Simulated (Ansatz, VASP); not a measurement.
**Two plane-wave programs on CaB2**

```
Ca B
1.0
    -1.54301    1.54301    3.78520
     1.54301   -1.54301    3.78520
     1.54301    1.54301   -3.78520
Ca B
1 2
Direct
  0.00000 0.00000 0.00000
  0.66500 0.66500 0.00000
  0.33500 0.33500 0.00000
```

Alike in both runs: task relaxation of cell and atoms; functional PBE; k mesh 8 × 8 × 8; occupations gaussian, width 0.1 eV; no spin polarisation.

|  | VASP | Ansatz |
| --- | --- | --- |
| version | VASP 6.6.1 | Ansatz 0.2.0 |
| potentials or method | VASP PAW PBE potentials, release 64 (Ca_sv, B), cutoff 600 eV | scalar-relativistic, plane waves, PAW |
| valence electrons in the cell | 16 | 16 |

```tsv
	VASP	Ansatz	Ansatz less VASP
gap on the k mesh at the Fermi level, each at its own relaxed structure (eV)	none	none	-
relaxed volume (Å³/atom)	12.10	12.06	-0.046
relaxed cell length with the largest relative difference (Å)	5.092	5.090	-0.0025
```

A gap of «none» marks a metal or a gap that the smearing closes.
